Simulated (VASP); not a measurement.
# AlCu3 (Fm-3m) in VASP: phonons with r2SCAN

Aim: the phonons of AlCu3 with r2SCAN.

Program: VASP 6.6.1. These are calculated values, not measurements. Logs are shortened: lines on timing, memory, paths and dates and some standing lists are left out, and cuts for length are marked.

### 1 The cell of the first run

It takes space group Fm-3m (No. 225, cubic). Conventional cell: a = 5.782 Å, b = 5.782 Å, c = 5.782 Å, α = 90.00°, β = 90.00°, γ = 90.00°. Within 3.3 Å of Al (site symmetry m-3m) lie 14 Cu at 2.50 to 2.89 Å. Within 3.3 Å of Cu (site symmetry m-3m) lie 8 Cu at 2.50 Å and 6 Al at 2.89 Å. Cu (site symmetry -43m) has 4 Al at 2.50 Å and 10 Cu at 2.50 to 2.89 Å within 3.3 Å.

### 2 Phonons, r2SCAN

File INCAR:

```
SYSTEM = AlCu3
ALGO = Normal
EDIFF = 1E-8
ENCUT = 520
IBRION = 6
ISIF = 2
ISMEAR = -1
LASPH = .True.
LCHARG = .False.
LMIXTAU = .True.
LREAL = .False.
LWAVE = .False.
METAGGA = R2SCAN
NELM = 100
NFREE = 2
NSW = 1
POTIM = 0.015
PREC = Accurate
SIGMA = 0.15
```

File KPOINTS:

```
k-points
0
Gamma
  12 12 12
  0 0 0
```

File POSCAR:

```
AlCu3
1.0
    0.0000000000      2.8911914530      2.8911914530
    2.8911914530      0.0000000000      2.8911914530
    2.8911914530      2.8911914530      0.0000000000
Al Cu
1 3
Direct
    0.0000000000      0.0000000000      0.0000000000
    0.5000000000      0.5000000000      0.5000000000
    0.2500000000      0.2500000000      0.2500000000
    0.7500000000      0.7500000000      0.7500000000
```

Potentials or basis: VASP PAW PBE potentials, release 64 (Al, Cu).

Launch:

```
> cat potpaw_PBE.64/Al/POTCAR potpaw_PBE.64/Cu/POTCAR > POTCAR
> mpirun -np 1 vasp_std > vasp.out
```

OUTCAR:

```text
SYSTEM = AlCu3
   EDIFF = 1E-8
   ENCUT = 520
   IBRION = 6
   ISIF = 2
   ISMEAR = -1
   LASPH = .True.
   LREAL = .False.
   METAGGA = R2SCAN
   NELM = 100
   NFREE = 2
   NSW = 1
   POTIM = 0.015
   PREC = Accurate

 ion  position               nearest neighbor table
   1  0.000  0.000  0.000-   3 2.50   4 2.50   4 2.50   4 2.50   4 2.50   3 2.50   3 2.50   3 2.50
                             2 2.89   2 2.89   2 2.89   2 2.89   2 2.89   2 2.89
   2  0.500  0.500  0.500-   3 2.50   4 2.50   3 2.50   3 2.50   3 2.50   4 2.50   4 2.50   4 2.50
                             1 2.89   1 2.89   1 2.89   1 2.89   1 2.89   1 2.89
   3  0.250  0.250  0.250-   1 2.50   2 2.50   1 2.50   1 2.50   1 2.50   2 2.50   2 2.50   2 2.50

   4  0.750  0.750  0.750-   1 2.50   2 2.50   2 2.50   2 2.50   2 2.50   1 2.50   1 2.50   1 2.50

  LATTYP: Found a face centered cubic cell.
 ALAT       =     5.7823829060

  Lattice vectors:

 A1 = (   0.0000000000,   2.8911914530,   2.8911914530)
 A2 = (   2.8911914530,   0.0000000000,   2.8911914530)
 A3 = (   2.8911914530,   2.8911914530,   0.0000000000)

Analysis of symmetry for initial positions (statically):
=====================================================================
 Subroutine PRICEL returns:
 Original cell was already a primitive cell.

 Routine SETGRP: Setting up the symmetry group for a
 face centered cubic supercell.

 Subroutine GETGRP returns: Found 48 space group operations
 (whereof 48 operations were pure point group operations)
 out of a pool of 48 trial point group operations.

The static configuration has the point symmetry O_h .

Analysis of symmetry for dynamics (positions and initial velocities):
=====================================================================
 Subroutine PRICEL returns:
 Original cell was already a primitive cell.

 Routine SETGRP: Setting up the symmetry group for a
 face centered cubic supercell.

 Subroutine GETGRP returns: Found 48 space group operations
 (whereof 48 operations were pure point group operations)
 out of a pool of 48 trial point group operations.

The dynamic configuration has the point symmetry O_h .

 Subroutine INISYM returns: Found 48 space group operations
 (whereof 48 operations are pure point group operations),
 and found     1 'primitive' translations

----------------------------------------------------------------------------------------

                                     Primitive cell

  volume of cell :      48.3349

  direct lattice vectors                    reciprocal lattice vectors
     0.000000000  2.891191453  2.891191453    -0.172939083  0.172939083  0.172939083
     2.891191453  0.000000000  2.891191453     0.172939083 -0.172939083  0.172939083
     2.891191453  2.891191453  0.000000000     0.172939083  0.172939083 -0.172939083

  length of vectors
     4.088762164  4.088762164  4.088762164     0.299539279  0.299539279  0.299539279

  position of ions in fractional coordinates (direct lattice)
     0.000000000  0.000000000  0.000000000
     0.500000000  0.500000000  0.500000000
     0.250000000  0.250000000  0.250000000
     0.750000000  0.750000000  0.750000000

  ion indices of the primitive-cell ions
   primitive index   ion index
                 1           1
                 2           2
                 3           3
                 4           4

----------------------------------------------------------------------------------------

 KPOINTS: k-points

Automatic generation of k-mesh.
 Grid dimensions read from file:
 generate k-points for:   12   12   12

 Generating k-lattice:

[... 63 lines left out ...]
   EDIFFG = 0.1E-06   stopping-criterion for IOM
   NSW    =     85    number of steps for IOM
   IBRION =      6    ionic relax: 0-MD 1-quasi-New 2-CG
   NFREE  =      2    steps in history (QN), initial steepest desc. (CG)
   ISIF   =      2    stress and relaxation
   ISYM   =      2    0-nonsym 1-usesym 2-fastsym
   POTIM  = 0.0150    time-step for ionic-motion
   TEBEG  =    0.0;   TEEND  =   0.0 temperature during run
   PSTRESS=    0.0 pullay stress
   NELECT =      36.0000    total number of electrons
   NUPDOWN=      -1.0000    fix difference up-down
   EMIN   =  10.00;   EMAX   =-10.00  energy-range for DOS
   EFERMI =   0.00;   METHOD = LEGACY
   ISMEAR =    -1;   SIGMA  =   0.15  broadening in eV -4-tet -1-fermi 0-gaus
   EFERMI_NEDOS =   21; number of points for ismear=-14 and -15
   IALGO  =     38    algorithm
   IMIX   =      4    mixing-type and parameters
     AMIX     =   0.40;   BMIX     =  1.00
     AMIX_MAG =   1.60;   BMIX_MAG =  1.00
  volume/ion in A,a.u.               =      12.08        81.54
  Fermi-wavevector in a.u.,A,eV,Ry     =   1.483960  2.804277 29.961890  2.202137
  Thomas-Fermi vector in A             =   2.597556
   LORBIT       =      0    0 simple, 1 ext, 2 COOP (PROOUT), +10 PAW based schemes
   METAGGA = R2SCAN    functional components
   LHFCALC =     F    Hartree Fock is set to
   AEXX    =    0.0000 exact exchange contribution
   IVDW    =     0    specifies the selected vdW correction
   LEPSILON=     F    determine dielectric tensor
   LRPA    =     F    only Hartree local field effects (RPA)
 finite differences with symmetry
 non-spin polarized calculation
  energy-cutoff  :      520.00
  volume of cell :       48.33
 maximum number of plane-waves:      1319
   NGX = 15   NGY = 15   NGZ = 15

--------------------------------------- Ionic step        1  -------------------------------------------

 number of electron      35.9999970 magnetization

 Free energy of the ion-electron system (eV)
  ---------------------------------------------------
  ext. energy  EPLUGINS =         0.00000000
  ---------------------------------------------------
  free energy    TOTEN  =       -39.98933412 eV

  energy without entropy =      -39.91618417  energy(sigma->0) =      -39.95275914

------------------------ aborting loop because EDIFF is reached ----------------------------------------

  FORCE on cell =-STRESS in cart. coord.  units (eV):
  Direction    XX          YY          ZZ          XY          YZ          ZX
  --------------------------------------------------------------------------------------
  -------------------------------------------------------------------------------------
  Total        0.0781198      0.0781198      0.0781198      0.0000000      0.0000000      0.0000000
  in kB        2.5894710      2.5894710      2.5894710      0.0000000      0.0000000      0.0000000
  external PRESSURE =       2.5894710 kB  Pullay stress =       0.0000000 kB
[... 215 lines left out ...]
--------------------------------------- Ionic step        7  -------------------------------------------

 number of electron      35.9999976 magnetization

 Free energy of the ion-electron system (eV)
  ---------------------------------------------------
  ext. energy  EPLUGINS =         0.00000000
  ---------------------------------------------------
  free energy    TOTEN  =       -39.98866463 eV

  energy without entropy =      -39.91550946  energy(sigma->0) =      -39.95208705

 E-fermi :   8.5112     XC(G=0): -13.3321

 val. band max:        8.4561764997   @ k =   0.0000  -0.1667   0.1667
 cond. band min:       8.5419082864   @ k =  -0.5833  -0.2500  -0.3333
 fundamental gap:      0.0857317868
 Fermi energy:         8.5112425783

 k-point     1 :       0.0000    0.0000    0.0000
  band No.  band energies     occupation
      1      -2.5926      2.00000
      2       3.5915      2.00000
      3       3.5916      2.00000
      4       3.6815      2.00000
      5       3.6851      2.00000
      6       3.6883      2.00000
[... 589 lines left out ...]
     21      13.7401      0.00000
     22      14.5897      0.00000

 [... further k-points ...]

------------------------ aborting loop because EDIFF is reached ----------------------------------------

  FORCE on cell =-STRESS in cart. coord.  units (eV):
  Direction    XX          YY          ZZ          XY          YZ          ZX
  --------------------------------------------------------------------------------------
  -------------------------------------------------------------------------------------
  Total        0.0780653      0.0773344      0.0773344      0.0000000     -0.0003595      0.0000000
  in kB        2.5876641      2.5634367      2.5634367      0.0000000     -0.0119161      0.0000000
  external PRESSURE =       2.5715125 kB  Pullay stress =       0.0000000 kB
[... 19 lines left out ...]
  FREE ENERGIE OF THE ION-ELECTRON SYSTEM (eV)
  ---------------------------------------------------
  free  energy   TOTEN  =       -39.9886646328 eV

  energy  without entropy=      -39.9155094598  energy(sigma->0) =      -39.95208705

 INTERNAL STRAIN TENSORS FROM DISPLACED ATOMS
 ============================================

 INTERNAL STRAIN TENSOR FOR ION    1 for displacements in x,y,z  (eV/Angst):
          X           Y           Z          XY          YZ          ZX
  --------------------------------------------------------------------------------
  x     0.00000     0.00000     0.00000     0.00000     0.00000     0.00000
  y     0.00000     0.00000     0.00000     0.00000     0.00000     0.00000
  z     0.00000     0.00000     0.00000     0.00000     0.00000     0.00000

 INTERNAL STRAIN TENSOR FOR ION    4 for displacements in x,y,z  (eV/Angst):
          X           Y           Z          XY          YZ          ZX
  --------------------------------------------------------------------------------
  x     0.00000    -0.00000    -0.00000     0.00000     0.03437     0.00000
  y    -0.00000     0.00000    -0.00000     0.00000     0.00000     0.03437
  z    -0.00000    -0.00000     0.00000     0.03437     0.00000     0.00000

 Eigenvectors and eigenvalues of the dynamical matrix
 ----------------------------------------------------

   1 f  =    9.004451 THz    56.576634 2PiTHz  300.356154 cm-1    37.239400 meV
             X         Y         Z           dx          dy          dz
      0.000000  0.000000  0.000000    -0.000000   -0.000000   -0.891223
      2.891191  2.891191  2.891191     0.000000   -0.000000   -0.066336
      1.445596  1.445596  1.445596     0.000000    0.000000    0.317271
      4.336787  4.336787  4.336787    -0.000000   -0.000000    0.317271
[... 71 lines left out ...]
  12 f/i=    0.077323 THz     0.485833 2PiTHz    2.579207 cm-1     0.319781 meV
             X         Y         Z           dx          dy          dz
      0.000000  0.000000  0.000000    -0.335007   -0.076491    0.000198
      2.891191  2.891191  2.891191    -0.533207   -0.121745    0.000315
      1.445596  1.445596  1.445596    -0.526265   -0.120160    0.000311
      4.336787  4.336787  4.336787    -0.526265   -0.120160    0.000311

 ELASTIC MODULI CONTR FROM IONIC RELAXATION (kBar)
 Direction    XX          YY          ZZ          XY          YZ          ZX
 --------------------------------------------------------------------------------
 XX          -0.0000      0.0000      0.0000      0.0000     -0.0000      0.0000
 YY           0.0000     -0.0000     -0.0000      0.0000      0.0000     -0.0000
 ZZ           0.0000     -0.0000     -0.0000     -0.0000      0.0000      0.0000
 XY           0.0000      0.0000     -0.0000     -0.0131     -0.0000     -0.0000
 YZ          -0.0000      0.0000      0.0000     -0.0000     -0.0131     -0.0000
 ZX           0.0000     -0.0000      0.0000     -0.0000     -0.0000     -0.0131
 --------------------------------------------------------------------------------
```

Wall time 89 min (1 thread of Oxide Virtual Turin-like, shared host); peak memory 0.49 GiB.

Results:

| Property | Result |
| --- | --- |
| Highest phonon frequency at Γ | 300 cm⁻¹ |

Phonon frequencies in cm⁻¹ (negative: imaginary):
```csv
q point,frequencies
"(0.000, 0.000, 0.000)",-3 -3 -3 160 160 160 190 190 190 300 300 300
```

Caveat: the PAW data sets were made with another functional, which shifts forces and pressure a little.
